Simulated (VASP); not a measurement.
# N (P6_3/mmc) in VASP: settings compared

The runs below take N through single point, with PBEsol-based screened hybrid with 25 % exact exchange, PBE-based screened hybrid with 25 % exact exchange, HSE06, PBE0.

Program: VASP 6.6.1. These are calculated values, not measurements. Logs are shortened: lines on timing, memory, paths and dates and some standing lists are left out, and cuts for length are marked.

### Step 1. The cell of the first run

Symmetry: P6_3/mmc, No. 194, hexagonal system. The conventional cell has a = 2.519 Å, b = 2.519 Å, c = 2.446 Å, α = 90.00°, β = 90.00°, γ = 120.00°. Within 2.6 Å of N (site symmetry -6m2) lie 14 N at 1.90 to 2.52 Å.

### Step 2. Single point, PBEsol-based screened hybrid with 25 % exact exchange

POSCAR

```
N
1.0
    2.5194737900      0.0000000000      0.0000000000
   -1.2597368950      2.1819283063      0.0000000000
    0.0000000000      0.0000000000      2.4460020000
N
2
Direct
    0.3333333333      0.6666666667      0.7500000000
    0.6666666667      0.3333333333      0.2500000000
```

INCAR.step1

```
SYSTEM = N
PREC = Accurate
ENCUT = 520
EDIFF = 1E-5
ISMEAR = -1
SIGMA = 0.05
LREAL = .False.
LASPH = .True.
NELM = 120
ALGO = Normal
ISIF = 2
LWAVE = .True.
LCHARG = .False.
GGA = PE
NBANDS = 12
GGA_COMPAT = .False.
```

INCAR.step2

```
SYSTEM = N
PREC = Accurate
ENCUT = 520
EDIFF = 1E-6
ISMEAR = -1
SIGMA = 0.05
LREAL = .False.
LASPH = .True.
NELM = 120
ALGO = Normal
ISIF = 2
LWAVE = .False.
LCHARG = .False.
GGA = PS
LHFCALC = .True.
AEXX = 0.25
HFSCREEN = 0.207
PRECFOCK = Normal
ISTART = 1
NBANDS = 12
GGA_COMPAT = .False.
```

KPOINTS

```
Automatic mesh
0
Gamma
  6 6 6
  0 0 0
```

Potentials or basis: VASP PAW PBE potentials, release 64 (N).

The run is started by

```bash
cat potpaw_PBE.64/N/POTCAR > POTCAR
cp INCAR.step1 INCAR
mpirun -np 1 vasp_std > vasp.out
cp INCAR.step2 INCAR
mpirun -np 1 vasp_std > vasp.out
```

OUTCAR:

```text
SYSTEM = N
   PREC = Accurate
   ENCUT = 520
   EDIFF = 1E-6
   ISMEAR = -1
   LREAL = .False.
   LASPH = .True.
   NELM = 120
   ISIF = 2
   GGA = PS
   LHFCALC = .True.
   AEXX = 0.25
   HFSCREEN = 0.207
   PRECFOCK = Normal
   ISTART = 1

 ion  position               nearest neighbor table
   1  0.333  0.667  0.750-
   2  0.667  0.333  0.250-

  LATTYP: Found a hexagonal cell.
 ALAT       =     2.5194737900
 C/A-ratio  =     0.9708384385

  Lattice vectors:

 A1 = (   2.5194737900,   0.0000000000,   0.0000000000)
 A2 = (  -1.2597368950,   2.1819283063,   0.0000000000)
 A3 = (   0.0000000000,   0.0000000000,   2.4460020000)

Analysis of symmetry for initial positions (statically):
=====================================================================
 Subroutine PRICEL returns:
 Original cell was already a primitive cell.

 Routine SETGRP: Setting up the symmetry group for a
 hexagonal supercell.

 Subroutine GETGRP returns: Found 24 space group operations
 (whereof 12 operations were pure point group operations)
 out of a pool of 24 trial point group operations.

The static configuration has the point symmetry D_3d.
 The point group associated with its full space group is D_6h.

Analysis of symmetry for dynamics (positions and initial velocities):
=====================================================================
 Subroutine PRICEL returns:
 Original cell was already a primitive cell.

 Routine SETGRP: Setting up the symmetry group for a
 hexagonal supercell.

 Subroutine GETGRP returns: Found 24 space group operations
 (whereof 12 operations were pure point group operations)
 out of a pool of 24 trial point group operations.

The dynamic configuration has the point symmetry D_3d.
 The point group associated with its full space group is D_6h.

 Subroutine INISYM returns: Found 24 space group operations
 (whereof 12 operations are pure point group operations),
 and found     1 'primitive' translations

----------------------------------------------------------------------------------------

                                     Primitive cell

  volume of cell :      13.4464

  direct lattice vectors                    reciprocal lattice vectors
     2.519473790  0.000000000  0.000000000     0.396908277  0.229155100  0.000000000
    -1.259736895  2.181928306  0.000000000     0.000000000  0.458310201  0.000000000
     0.000000000  0.000000000  2.446002000     0.000000000  0.000000000  0.408830410

  length of vectors
     2.519473790  2.519473790  2.446002000     0.458310201  0.458310201  0.408830410

  position of ions in fractional coordinates (direct lattice)
     0.333333333  0.666666667  0.750000000
     0.666666667  0.333333333  0.250000000

  ion indices of the primitive-cell ions
   primitive index   ion index
                 1           1
                 2           2

----------------------------------------------------------------------------------------

 KPOINTS: Automatic mesh

Automatic generation of k-mesh.
 Grid dimensions read from file:
 generate k-points for:    6    6    6

 Generating k-lattice:

  Cartesian coordinates                     Fractional coordinates (reciprocal lattice)
     0.066151379  0.038192517  0.000000000     0.166666667  0.000000000  0.000000000
     0.000000000  0.076385033  0.000000000     0.000000000  0.166666667  0.000000000
     0.000000000  0.000000000  0.068138402     0.000000000  0.000000000  0.166666667

  Length of vectors
     0.076385033  0.076385033  0.068138402

  Shift w.r.t. Gamma in fractional coordinates (k-lattice)
     0.000000000  0.000000000  0.000000000

 Subroutine IBZKPT returns following result:
 ===========================================

 Found     28 irreducible k-points:

 Following reciprocal coordinates:
            Coordinates               Weight
  0.000000  0.000000  0.000000      1.000000
  0.166667  0.000000  0.000000      6.000000
  0.333333  0.000000  0.000000      6.000000
  0.500000  0.000000  0.000000      3.000000
  0.166667  0.166667  0.000000      6.000000
  0.333333  0.166667  0.000000     12.000000
[... 16 lines left out ...]
  0.166667  0.000000  0.500000      6.000000
  0.333333  0.000000  0.500000      6.000000
 [... further k-points ...]
   k-points           NKPTS =     28   k-points in BZ     NKDIM =    216   number of bands    NBANDS=     12
   number of dos      NEDOS =    301   number of ions     NIONS =      2
   total plane-waves  NPLWV =   7200
   dimension x,y,z NGX =    20 NGY =   20 NGZ =   18
   dimension x,y,z NGXF=    40 NGYF=   40 NGZF=   36
   ions per type =               2
   NGX,Y,Z   is equivalent  to a cutoff of  13.20, 13.20, 12.23 a.u.
   NGXF,Y,Z  is equivalent  to a cutoff of  26.39, 26.39, 24.47 a.u.
 SYSTEM =  N
   PREC   = accura    normal or accurate (medium, high low for compatibility)
   ISTART =      1    job   : 0-new  1-cont  2-samecut
   ICHARG =      0    charge: 1-file 2-atom 10-const
   ISPIN  =      1    spin polarized calculation?
   LNONCOLLINEAR =      F non collinear calculations
   LSORBIT =      F    spin-orbit coupling
   LASPH  =      T    aspherical Exc in radial PAW
   ENCUT  =  520.0 eV  38.22 Ry    6.18 a.u.   4.68  4.68  4.55*2*pi/ulx,y,z
   NELM   =    120;   NELMIN=  2; NELMDL=  0     # of ELM steps
   EDIFF  = 0.1E-05   stopping-criterion for ELM
   LREAL  =      F    real-space projection
   EDIFFG = 0.1E-04   stopping-criterion for IOM
   NSW    =      0    number of steps for IOM
   IBRION =     -1    ionic relax: 0-MD 1-quasi-New 2-CG
   NFREE  =      0    steps in history (QN), initial steepest desc. (CG)
   ISIF   =      2    stress and relaxation
   ISYM   =      3    0-nonsym 1-usesym 2-fastsym
   POTIM  = 0.5000    time-step for ionic-motion
   TEBEG  =    0.0;   TEEND  =   0.0 temperature during run
   PSTRESS=    0.0 pullay stress
   NELECT =      10.0000    total number of electrons
   NUPDOWN=      -1.0000    fix difference up-down
   EMIN   =  10.00;   EMAX   =-10.00  energy-range for DOS
   EFERMI =   0.00;   METHOD = LEGACY
   ISMEAR =    -1;   SIGMA  =   0.05  broadening in eV -4-tet -1-fermi 0-gaus
   EFERMI_NEDOS =   21; number of points for ismear=-14 and -15
   IALGO  =     38    algorithm
   IMIX   =      1    mixing-type and parameters
     AMIX     =   0.40;   BMIX     =  1.00
     AMIX_MAG =   1.60;   BMIX_MAG =  1.00
  volume/ion in A,a.u.               =       6.72        45.37
  Fermi-wavevector in a.u.,A,eV,Ry     =   1.483221  2.802881 29.932052  2.199944
  Thomas-Fermi vector in A             =   2.596909
   LORBIT       =      0    0 simple, 1 ext, 2 COOP (PROOUT), +10 PAW based schemes
   GGA     = PS    functional components
   LHFCALC =     T    Hartree Fock is set to
   PRECFOCK=normal    Normal, Fast or Accurate (Low or Medium for compatibility)
   ENCUT4O =  -1.0   cutoff for four orbital integrals eV
   NKREDX  =     1    reduce k-point grid by
   NKREDY  =     1    reduce k-point grid by
   NKREDZ  =     1    reduce k-point grid by
   AEXX    =    0.2500 exact exchange contribution
   HFSCREEN=    0.2070 screening length (either q_TF or 0.3 A-1)
   HFSCREENC=   0.2070 screening length for correlation (either q_TF or 0.3 A-1)
   ENCUTFOCK=  -1.0 apply spherical cutoff to Coloumb kernel
   IVDW    =     0    specifies the selected vdW correction
   LEPSILON=     F    determine dielectric tensor
   LRPA    =     F    only Hartree local field effects (RPA)
 non-spin polarized calculation
  energy-cutoff  :      520.00
  volume of cell :       13.45
 maximum number of plane-waves:       381
 NGX is ok and might be reduce to    20
  NGX = 16; NGY = 16; NGZ = 14

 number of electron      10.0000000 magnetization

 Free energy of the ion-electron system (eV)
  ---------------------------------------------------
  ext. energy  EPLUGINS =         0.00000000
  ---------------------------------------------------
  free energy    TOTEN  =       -12.72567175 eV

  energy without entropy =      -12.72097870  energy(sigma->0) =      -12.72332523

 E-fermi :   6.8224     XC(G=0): -10.8203

 val. band max:        6.8175460106   @ k =   0.1667   0.0000   0.3333
 cond. band min:       7.1041940122   @ k =   0.3333   0.3333   0.0000
 fundamental gap:      0.2866480016
 Fermi energy:         6.8224178168

 k-point     1 :       0.0000    0.0000    0.0000
  band No.  band energies     occupation
      1     -17.9725      2.00000
      2      -0.0278      2.00000
      3       1.2045      2.00000
      4       3.9004      2.00000
      5       3.9004      2.00000
      6      10.4535      0.00000
      7      10.4535      0.00000
      8      14.4029      0.00000
      9      22.0976      0.00000
     10      25.7150      0.00000
     11      33.4519      0.00000
     12      33.4519      0.00000

 k-point     2 :       0.1667    0.0000    0.0000
  band No.  band energies     occupation
      1     -17.2546      2.00000
      2      -2.2140      2.00000
      3       1.8426      2.00000
      4       2.8979      2.00000
      5       4.1176      2.00000
      6      10.1485      0.00000
      7      11.4439      0.00000
      8      13.3984      0.00000
      9      23.5373      0.00000
     10      25.4474      0.00000
     11      34.5645      0.00000
     12      34.5695      0.00000

 k-point     3 :       0.3333    0.0000    0.0000
  band No.  band energies     occupation
      1     -15.1940      2.00000
      2      -6.5610      2.00000
      3       1.4735      2.00000
      4       3.5818      2.00000
      5       4.2264      2.00000
      6      10.0288      0.00000
      7      10.9474      0.00000
      8      12.7123      0.00000
      9      22.3982      0.00000
     10      28.7660      0.00000
     11      35.5610      0.00000
     12      36.4713      0.00000
[... 286 lines left out ...]
 k-point    23 :       0.1667    0.0000    0.5000
  band No.  band energies     occupation
      1     -11.9432      2.00000
      2     -11.9432      2.00000
      3       4.1053      2.00000
      4       4.1053      2.00000
      5       7.1435      0.00325
      6       7.1435      0.00325
      7      11.3297      0.00000
      8      11.3297      0.00000
      9      27.2728      0.00000
     10      27.2728      0.00000
     11      33.1599      0.00000
     12      33.1599      0.00000

 k-point    24 :       0.3333    0.0000    0.5000
  band No.  band energies     occupation
      1     -10.1086      2.00000
      2     -10.1086      2.00000
      3      -0.4406      2.00000
      4      -0.4406      2.00000
      5       6.2862      1.99996
      6       6.2862      1.99996
      7      11.8924      0.00000
      8      11.8924      0.00000
      9      26.9597      0.00000
     10      26.9597      0.00000
     11      37.6699      0.00000
     12      37.6699      0.00000

 [... further k-points ...]

------------------------ aborting loop because EDIFF is reached ----------------------------------------

  FORCE on cell =-STRESS in cart. coord.  units (eV):
  Direction    XX          YY          ZZ          XY          YZ          ZX
  --------------------------------------------------------------------------------------
  -------------------------------------------------------------------------------------
  Total       -0.2906874     -0.2906874     -1.1239781      0.0000000     -0.0000000      0.0000000
  in kB      -34.6361598    -34.6361598   -133.9248896      0.0000000     -0.0000000      0.0000000
  external PRESSURE =     -67.7324031 kB  Pullay stress =       0.0000000 kB

 VOLUME and BASIS-vectors are now :
 -----------------------------------------------------------------------------
  energy-cutoff  :      520.00
  volume of cell :       13.45
      direct lattice vectors                 reciprocal lattice vectors
     2.519473790  0.000000000  0.000000000     0.396908277  0.229155100  0.000000000
    -1.259736895  2.181928306  0.000000000     0.000000000  0.458310201  0.000000000
     0.000000000  0.000000000  2.446002000     0.000000000  0.000000000  0.408830410

 POSITION                                       TOTAL-FORCE (eV/Angst)
 -----------------------------------------------------------------------------------
     -0.00000      1.45462      1.83450         0.000000     -0.000000      0.000000
      1.25974      0.72731      0.61150        -0.000000      0.000000     -0.000000
 -----------------------------------------------------------------------------------
    total drift:                                0.000000      0.000000      0.000000

  FREE ENERGIE OF THE ION-ELECTRON SYSTEM (eV)
  ---------------------------------------------------
  free  energy   TOTEN  =       -12.7256717523 eV

  energy  without entropy=      -12.7209787042  energy(sigma->0) =      -12.72332523
```

Wall time 9.9 min (1 thread of Intel Xeon Platinum 8259CL at 2.50GHz (Skylake/Cascade Lake), shared host); peak memory 0.22 GiB.

Results:

| Quantity | Value |
| --- | --- |
| Free energy | -12.7257 eV |
| Pressure | -6.8 GPa |
| Band gap on the k mesh | zero (bands 5 and 6 overlap by 5.61 eV) |

Caveat: the k points lie up to 0.48 Å⁻¹ apart, too coarse for converged energies and pressures of a metal; the PAW data sets were made with another functional, which shifts forces and pressure a little.

(Continued in part 2 of 2.)
